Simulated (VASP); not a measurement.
# RbCu3 (Pm-3m) in VASP: notebook

Runs on RbCu3. Level: PBE. Tasks: single point, relaxation of cell and atoms.

Everything below comes from runs of VASP 6.6.1. Logs are shortened: lines on timing, memory, paths and dates and some standing lists are left out, and cuts for length are marked.

**1. The cell of the first run**

It takes space group Pm-3m (No. 221, cubic). Conventional cell: a = 4.265 Å, b = 4.265 Å, c = 4.265 Å, α = 90.00°, β = 90.00°, γ = 90.00°. Rb (site symmetry m-3m) has 12 Cu at 3.02 Å within 4.0 Å. Cu (site symmetry 4/mmm) has 4 Rb at 3.02 Å and 8 Cu at 3.02 Å within 4.0 Å.

**2. Single point, PBE**

File INCAR:

```
SYSTEM = RbCu3
PREC = Accurate
ENCUT = 520
EDIFF = 1E-6
ISMEAR = 0
SIGMA = 0.1
LREAL = .False.
LASPH = .True.
NELM = 80
ALGO = Fast
ISIF = 2
LWAVE = .False.
LCHARG = .False.
GGA = PE
NBANDS = 29
```

File KPOINTS:

```
regular mesh
0
Gamma
  4 4 4
  0 0 0
```

File POSCAR:

```
RbCu3
1.0
    4.2649707050      0.0000000000      0.0000000000
    0.0000000000      4.2649707050      0.0000000000
    0.0000000000      0.0000000000      4.2649707050
Rb Cu
1 3
Direct
    0.0000000000      0.0000000000      0.0000000000
    0.0000000000      0.5000000000      0.5000000000
    0.5000000000      0.0000000000      0.5000000000
    0.5000000000      0.5000000000      0.0000000000
```

Potentials or basis: VASP PAW PBE potentials, release 64 (Rb_sv, Cu).

On the command line:

```bash
$ cat potpaw_PBE.64/Rb_sv/POTCAR potpaw_PBE.64/Cu/POTCAR > POTCAR
$ mpirun -np 1 vasp_std > vasp.out
```

OUTCAR:

```text
SYSTEM = RbCu3
   PREC = Accurate
   ENCUT = 520
   EDIFF = 1E-6
   ISMEAR = 0
   LREAL = .False.
   LASPH = .True.
   NELM = 80
   ISIF = 2
   GGA = PE

 ion  position               nearest neighbor table
   1  0.000  0.000  0.000-   2 3.02   3 3.02   4 3.02   2 3.02   3 3.02   2 3.02   4 3.02   2 3.02
                             3 3.02   4 3.02   3 3.02   4 3.02
   2  0.000  0.500  0.500-   1 3.02   1 3.02   1 3.02   1 3.02
   3  0.500  0.000  0.500-   1 3.02   1 3.02   1 3.02   1 3.02
   4  0.500  0.500  0.000-   1 3.02   1 3.02   1 3.02   1 3.02

  LATTYP: Found a simple cubic cell.
 ALAT       =     4.2649707050

  Lattice vectors:

 A1 = (   4.2649707050,   0.0000000000,   0.0000000000)
 A2 = (   0.0000000000,   4.2649707050,   0.0000000000)
 A3 = (   0.0000000000,   0.0000000000,   4.2649707050)

Analysis of symmetry for initial positions (statically):
=====================================================================
 Subroutine PRICEL returns:
 Original cell was already a primitive cell.

 Routine SETGRP: Setting up the symmetry group for a
 simple cubic supercell.

 Subroutine GETGRP returns: Found 48 space group operations
 (whereof 48 operations were pure point group operations)
 out of a pool of 48 trial point group operations.

The static configuration has the point symmetry O_h .

Analysis of symmetry for dynamics (positions and initial velocities):
=====================================================================
 Subroutine PRICEL returns:
 Original cell was already a primitive cell.

 Routine SETGRP: Setting up the symmetry group for a
 simple cubic supercell.

 Subroutine GETGRP returns: Found 48 space group operations
 (whereof 48 operations were pure point group operations)
 out of a pool of 48 trial point group operations.

The dynamic configuration has the point symmetry O_h .

 Subroutine INISYM returns: Found 48 space group operations
 (whereof 48 operations are pure point group operations),
 and found     1 'primitive' translations

----------------------------------------------------------------------------------------

                                     Primitive cell

  volume of cell :      77.5797

  direct lattice vectors                    reciprocal lattice vectors
     4.264970705  0.000000000  0.000000000     0.234468199  0.000000000  0.000000000
     0.000000000  4.264970705  0.000000000     0.000000000  0.234468199  0.000000000
     0.000000000  0.000000000  4.264970705     0.000000000  0.000000000  0.234468199

  length of vectors
     4.264970705  4.264970705  4.264970705     0.234468199  0.234468199  0.234468199

  position of ions in fractional coordinates (direct lattice)
     0.000000000  0.000000000  0.000000000
     0.000000000  0.500000000  0.500000000
     0.500000000  0.000000000  0.500000000
     0.500000000  0.500000000  0.000000000

  ion indices of the primitive-cell ions
   primitive index   ion index
                 1           1
                 2           2
                 3           3
                 4           4

----------------------------------------------------------------------------------------

 KPOINTS: regular mesh

Automatic generation of k-mesh.
 Grid dimensions read from file:
 generate k-points for:    4    4    4

 Generating k-lattice:

  Cartesian coordinates                     Fractional coordinates (reciprocal lattice)
     0.058617050  0.000000000  0.000000000     0.250000000  0.000000000  0.000000000
     0.000000000  0.058617050  0.000000000     0.000000000  0.250000000  0.000000000
     0.000000000  0.000000000  0.058617050     0.000000000  0.000000000  0.250000000

  Length of vectors
     0.058617050  0.058617050  0.058617050

  Shift w.r.t. Gamma in fractional coordinates (k-lattice)
     0.000000000  0.000000000  0.000000000

 Subroutine IBZKPT returns following result:
 ===========================================

 Found     10 irreducible k-points:

 Following reciprocal coordinates:
            Coordinates               Weight
  0.000000  0.000000  0.000000      1.000000
  0.250000  0.000000  0.000000      6.000000
  0.500000  0.000000  0.000000      3.000000
  0.250000  0.250000  0.000000     12.000000
  0.500000  0.250000  0.000000     12.000000
  0.500000  0.500000  0.000000      3.000000
  0.250000  0.250000  0.250000      8.000000
  0.500000  0.250000  0.250000     12.000000
  0.500000  0.500000  0.250000      6.000000
  0.500000  0.500000  0.500000      1.000000
   k-points           NKPTS =     10   k-points in BZ     NKDIM =     10   number of bands    NBANDS=     29
   number of dos      NEDOS =    301   number of ions     NIONS =      4
   total plane-waves  NPLWV =  32768
   dimension x,y,z NGX =    32 NGY =   32 NGZ =   32
   dimension x,y,z NGXF=    64 NGYF=   64 NGZF=   64
   ions per type =               1   3
   NGX,Y,Z   is equivalent  to a cutoff of  12.47, 12.47, 12.47 a.u.
   NGXF,Y,Z  is equivalent  to a cutoff of  24.95, 24.95, 24.95 a.u.
 SYSTEM =  RbCu3
   PREC   = accura    normal or accurate (medium, high low for compatibility)
   ISTART =      0    job   : 0-new  1-cont  2-samecut
   ICHARG =      2    charge: 1-file 2-atom 10-const
   ISPIN  =      1    spin polarized calculation?
   LNONCOLLINEAR =      F non collinear calculations
   LSORBIT =      F    spin-orbit coupling
   LASPH  =      T    aspherical Exc in radial PAW
   ENCUT  =  520.0 eV  38.22 Ry    6.18 a.u.   7.93  7.93  7.93*2*pi/ulx,y,z
   NELM   =     80;   NELMIN=  2; NELMDL= -5     # of ELM steps
   EDIFF  = 0.1E-05   stopping-criterion for ELM
   LREAL  =      F    real-space projection
[... 7 lines left out ...]
   TEBEG  =    0.0;   TEEND  =   0.0 temperature during run
   PSTRESS=    0.0 pullay stress
   NELECT =      42.0000    total number of electrons
   NUPDOWN=      -1.0000    fix difference up-down
   EMIN   =  10.00;   EMAX   =-10.00  energy-range for DOS
   EFERMI =   0.00;   METHOD = LEGACY
   ISMEAR =     0;   SIGMA  =   0.10  broadening in eV -4-tet -1-fermi 0-gaus
   EFERMI_NEDOS =   21; number of points for ismear=-14 and -15
   IALGO  =     68    algorithm
   IMIX   =      4    mixing-type and parameters
     AMIX     =   0.40;   BMIX     =  1.00
     AMIX_MAG =   1.60;   BMIX_MAG =  1.00
  volume/ion in A,a.u.               =      19.39       130.88
  Fermi-wavevector in a.u.,A,eV,Ry     =   1.334264  2.521394 24.221925  1.780261
  Thomas-Fermi vector in A             =   2.463059
   LORBIT       =      0    0 simple, 1 ext, 2 COOP (PROOUT), +10 PAW based schemes
   GGA     = PE    functional components
   LHFCALC =     F    Hartree Fock is set to
   AEXX    =    0.0000 exact exchange contribution
   IVDW    =     0    specifies the selected vdW correction
   LEPSILON=     F    determine dielectric tensor
   LRPA    =     F    only Hartree local field effects (RPA)
 non-spin polarized calculation
 RMM-DIIS sequential band-by-band and
 Gauss-broadening in eV      SIGMA  =   0.10
  energy-cutoff  :      520.00
  volume of cell :       77.58
 maximum number of plane-waves:      2176
 NGX is ok and might be reduce to    32
   NGX = 15   NGY = 15   NGZ = 15

 number of electron      42.0000071 magnetization

 Free energy of the ion-electron system (eV)
  ---------------------------------------------------
  ext. energy  EPLUGINS =         0.00000000
  ---------------------------------------------------
  free energy    TOTEN  =        -8.19078622 eV

  energy without entropy =       -8.18070160  energy(sigma->0) =       -8.18574391

 E-fermi :   3.9242     XC(G=0): -10.3163

 val. band max:        3.8625267436   @ k =   0.5000   0.5000   0.2500
 cond. band min:       4.0089284131   @ k =   0.5000   0.5000   0.5000
 fundamental gap:      0.1464016695
 Fermi energy:         3.9242360963

 k-point     1 :       0.0000    0.0000    0.0000
  band No.  band energies     occupation
      1     -22.9785      2.00000
      2      -7.2199      2.00000
      3      -7.2199      2.00000
      4      -7.2199      2.00000
      5      -1.9864      2.00000
      6       0.5354      2.00000
[... 21 lines left out ...]
     28      11.7002      0.00000
     29      12.0968      0.00000

 k-point     2 :       0.2500    0.0000    0.0000
  band No.  band energies     occupation
      1     -22.9679      2.00000
      2      -7.5155      2.00000
      3      -7.2133      2.00000
      4      -7.2133      2.00000
      5      -1.2580      2.00000
      6       0.7191      2.00000
[... 21 lines left out ...]
     28      10.2239      0.00000
     29      11.6438      0.00000

 k-point     3 :       0.5000    0.0000    0.0000
  band No.  band energies     occupation
      1     -22.9572      2.00000
      2      -7.7742      2.00000
      3      -7.2068      2.00000
      4      -7.2068      2.00000
      5       0.1127      2.00000
      6       0.5517      2.00000
[... 21 lines left out ...]
     28      11.1034      0.00000
     29      11.3290      0.00000

 k-point     4 :       0.2500    0.2500    0.0000
  band No.  band energies     occupation
      1     -22.9581      2.00000
      2      -7.5098      2.00000
      3      -7.4368      2.00000
      4      -7.2060      2.00000
      5      -0.6687      2.00000
      6       0.8337      2.00000
[... 21 lines left out ...]
     28      11.7409      0.00000
     29      12.2603      0.00000

 k-point     5 :       0.5000    0.2500    0.0000
  band No.  band energies     occupation
      1     -22.9482      2.00000
      2      -7.7068      2.00000
      3      -7.4313      2.00000
      4      -7.1987      2.00000
      5       0.3260      2.00000
      6       0.9373      2.00000
[... 21 lines left out ...]
     28      11.2485      0.00000
     29      11.7535      0.00000

 k-point     6 :       0.5000    0.5000    0.0000
  band No.  band energies     occupation
      1     -22.9391      2.00000
      2      -7.6370      2.00000
      3      -7.6370      2.00000
      4      -7.1906      2.00000
      5       0.6646      2.00000
      6       0.9813      2.00000
[... 21 lines left out ...]
     28      11.5450      0.00000
     29      11.5648      0.00000

 k-point     7 :       0.2500    0.2500    0.2500
  band No.  band energies     occupation
      1     -22.9490      2.00000
      2      -7.4984      2.00000
      3      -7.4012      2.00000
      4      -7.4012      2.00000
      5      -0.2560      2.00000
      6       0.8587      2.00000
[... 21 lines left out ...]
     28      11.0192      0.00000
     29      12.8598      0.00000

 k-point     8 :       0.5000    0.2500    0.2500
  band No.  band energies     occupation
      1     -22.9399      2.00000
      2      -7.6425      2.00000
      3      -7.4226      2.00000
      4      -7.3649      2.00000
      5       0.3816      2.00000
      6       0.7175      2.00000
[... 21 lines left out ...]
     28      12.1103      0.00000
     29      12.2022      0.00000

 k-point     9 :       0.5000    0.5000    0.2500
  band No.  band energies     occupation
      1     -22.9316      2.00000
      2      -7.5758      2.00000
      3      -7.5758      2.00000
      4      -7.3560      2.00000
      5       0.4296      2.00000
      6       0.6112      2.00000
[... 21 lines left out ...]
     28      12.6321      0.00000
     29      13.4948      0.00000

 k-point    10 :       0.5000    0.5000    0.5000
  band No.  band energies     occupation
      1     -22.9240      2.00000
      2      -7.5124      2.00000
      3      -7.5124      2.00000
      4      -7.5124      2.00000
      5       0.3162      2.00000
      6       0.3162      2.00000
[... 21 lines left out ...]
     28      13.1652      0.00000
     29      13.1652      0.00000

------------------------ aborting loop because EDIFF is reached ----------------------------------------

  FORCE on cell =-STRESS in cart. coord.  units (eV):
  Direction    XX          YY          ZZ          XY          YZ          ZX
  --------------------------------------------------------------------------------------
  -------------------------------------------------------------------------------------
  Total        0.9105748      0.9105748      0.9105748     -0.0000000     -0.0000000      0.0000000
  in kB       18.8052040     18.8052040     18.8052040     -0.0000000     -0.0000000      0.0000000
  external PRESSURE =      18.8052040 kB  Pullay stress =       0.0000000 kB

 VOLUME and BASIS-vectors are now :
 -----------------------------------------------------------------------------
  energy-cutoff  :      520.00
  volume of cell :       77.58
      direct lattice vectors                 reciprocal lattice vectors
     4.264970705  0.000000000  0.000000000     0.234468199  0.000000000  0.000000000
     0.000000000  4.264970705  0.000000000     0.000000000  0.234468199  0.000000000
     0.000000000  0.000000000  4.264970705     0.000000000  0.000000000  0.234468199

 POSITION                                       TOTAL-FORCE (eV/Angst)
 -----------------------------------------------------------------------------------
      0.00000      0.00000      0.00000         0.000000      0.000000      0.000000
      0.00000      2.13249      2.13249         0.000000      0.000000      0.000000
      2.13249      0.00000      2.13249         0.000000      0.000000      0.000000
      2.13249      2.13249      0.00000         0.000000      0.000000      0.000000
 -----------------------------------------------------------------------------------
    total drift:                                0.000000     -0.000000     -0.000000

  FREE ENERGIE OF THE ION-ELECTRON SYSTEM (eV)
  ---------------------------------------------------
  free  energy   TOTEN  =        -8.1907862166 eV

  energy  without entropy=       -8.1807015998  energy(sigma->0) =       -8.18574391
```

Run time: 15 s. Hardware: 1 thread of Intel Xeon 6975P-C (Granite Rapids), shared host; peak memory 0.17 GiB.

What came out:

```
Free energy            : -8.1908 eV
Pressure               : 1.9 GPa
Band gap on the k mesh : zero (bands 21 and 22 overlap by 2.01 eV)
```

Caveat: the k points lie up to 0.37 Å⁻¹ apart, too coarse for converged energies and pressures of a metal.

**3. Single point, PBE**

This run uses another cell than the first one, of 20.43 Å³/atom.

File INCAR:

```
SYSTEM = RbCu3
ALGO = Fast
EDIFF = 1E-6
ENCUT = 520
GGA = PE
ISIF = 2
ISMEAR = 0
LASPH = .TRUE.
LCHARG = .FALSE.
LREAL = .FALSE.
LWAVE = .FALSE.
NBANDS = 29
NELM = 100
PREC = Accurate
SIGMA = 0.1
```

File KPOINTS:

```
k-points
0
G
  12 12 12
  0 0 0
```

File POSCAR:

```
RbCu3
1.0
    4.3394212048      0.0000000000      0.0000000000
    0.0000000000      4.3394212048      0.0000000000
    0.0000000000      0.0000000000      4.3394212048
Rb Cu
1 3
Direct
    0.0000000000      0.0000000000      0.0000000000
    0.0000000000      0.5000000000      0.5000000000
    0.5000000000      0.0000000000      0.5000000000
    0.5000000000      0.5000000000      0.0000000000
```

Potentials or basis: VASP PAW PBE potentials, release 64 (Rb_sv, Cu).

On the command line:

```bash
$ cat potpaw_PBE.64/Rb_sv/POTCAR potpaw_PBE.64/Cu/POTCAR > POTCAR
$ mpirun -np 1 vasp_std > vasp.out
```

It took 92 s on 1 thread of Intel Xeon 6975P-C (Granite Rapids), shared host; peak memory 0.3 GiB.

It converged, with:

- Free energy: -8.3533 eV
- Pressure: 0.2 GPa
- Band gap on the k mesh: zero (bands 21 and 22 overlap by 2.02 eV)

Levels at points of the mesh, in eV from the Fermi level:
| k point | band 19 | band 20 | band 21 | band 22 | band 23 | band 24 |
| --- | --- | --- | --- | --- | --- | --- |
| (0.00, 0.00, 0.00) | -1.75 | -1.75 | 1.84 | 1.84 | 2.65 | 2.65 |
| (0.50, 0.00, 0.00) | -2.01 | -1.94 | -1.75 | 2.43 | 2.43 | 2.81 |
| (0.50, 0.50, 0.00) | -2.12 | -2.06 | -0.19 | -0.19 | 0.00 | 3.82 |
| (0.50, 0.50, 0.50) | -1.84 | -0.38 | 0.11 | 0.11 | 0.11 | 2.24 |

**4. Relaxation of cell and atoms, PBE**

File INCAR:

```
PREC = Accurate
ENCUT = 600
EDIFF = 1E-7
ISMEAR = 0
SIGMA = 0.1
LREAL = F
LASPH = T
NELM = 80
ALGO = Fast
ISIF = 3
LWAVE = F
LCHARG = F
GGA = PE
IBRION = 2
NSW = 100
EDIFFG = -0.01
```

File KPOINTS:

```
Automatic mesh
0
Gamma
  12 12 12
```

File POSCAR:

```
RbCu3
1.0
    4.2649707050      0.0000000000      0.0000000000
    0.0000000000      4.2649707050      0.0000000000
    0.0000000000      0.0000000000      4.2649707050
Rb Cu
1 3
Direct
    0.0000000000      0.0000000000      0.0000000000
    0.0000000000      0.5000000000      0.5000000000
    0.5000000000      0.0000000000      0.5000000000
    0.5000000000      0.5000000000      0.0000000000
```

On the command line:

```bash
$ cat potpaw_PBE.64/Rb_sv/POTCAR potpaw_PBE.64/Cu/POTCAR > POTCAR
$ mpirun -np 1 vasp_std > vasp.out
```

Run time: 7.2 min. Hardware: 1 thread of Intel Xeon 6975P-C (Granite Rapids), shared host; peak memory 0.34 GiB.

It converged, with:

| Item | Value |
| --- | --- |
| Free energy | -8.3536 eV |
| Relaxed volume | 20.63 Å³/atom |
| Relaxed cell | a = 4.354 Å, b = 4.354 Å, c = 4.354 Å, α = 90.00°, β = 90.00°, γ = 90.00° |
| Space group after relaxing (to 0.1 Å) | Pm-3m (No. 221) |
| Energy gained by relaxing | 7.4 meV/atom |
| Ionic steps | 4 |
| Pressure after relaxing | 0.0 GPa |
| Band gap on the k mesh | zero (bands 21 and 22 overlap by 2.02 eV) |

Step by step:
```csv
step,energy change (eV),largest force (eV/Å),pressure (GPa),volume (Å³)
1,0.0000,0.0000,2.05,77.58
2,-0.0244,0.0000,0.79,80.39
3,-0.0293,0.0000,-0.12,82.86
4,-0.0294,0.0000,0.01,82.52
```

Final structure:
```yaml
crystal:
  lattice:
    - [4.35356, 0.00000, 0.00000]
    - [0.00000, 4.35356, 0.00000]
    - [0.00000, 0.00000, 4.35356]
  atoms:
    - { symbol: Rb, position: [0.00000, 0.00000, 0.00000] }
    - { symbol: Cu, position: [0.00000, 0.50000, 0.50000] }
    - { symbol: Cu, position: [0.50000, 0.00000, 0.50000] }
    - { symbol: Cu, position: [0.50000, 0.50000, 0.00000] }
```

Levels at points of the mesh, in eV from the Fermi level:
| k point | band 19 | band 20 | band 21 | band 22 | band 23 | band 24 |
| --- | --- | --- | --- | --- | --- | --- |
| (0.00, 0.00, 0.00) | -1.73 | -1.73 | 1.83 | 1.83 | 2.64 | 2.64 |
| (0.50, 0.00, 0.00) | -2.00 | -1.92 | -1.73 | 2.45 | 2.45 | 2.82 |
| (0.50, 0.50, 0.00) | -2.09 | -2.03 | -0.19 | -0.19 | 0.02 | 3.83 |
| (0.50, 0.50, 0.50) | -1.82 | -0.34 | 0.11 | 0.11 | 0.11 | 2.23 |

**5. Overview**

| task | cell | k mesh | cutoff (eV) | gap on the mesh (eV) | pressure (GPa) |
| --- | --- | --- | --- | --- | --- |
| single point | a = 4.265 Å, 4 atoms | 4 × 4 × 4 | 520 | none | 1.9 |
| single point | a = 4.339 Å, 4 atoms | 12 × 12 × 12 | 520 | none | 0.2 |
| relaxation of cell and atoms | relaxed from a = 4.265 Å, 4 atoms | 12 × 12 × 12 | 600 | none | 0.0 |

Alike in all rows: level PBE; potentials or basis VASP PAW PBE potentials, release 64 (Rb_sv, Cu); no spin polarisation; smearing gaussian 0.1 eV.

Caveats: some runs use coarse meshes.

Total energies depend on the potentials used, so only differences within one code and one set of settings carry meaning.

The gap in the log of VASP goes by the Fermi energy; the results here count the filled bands.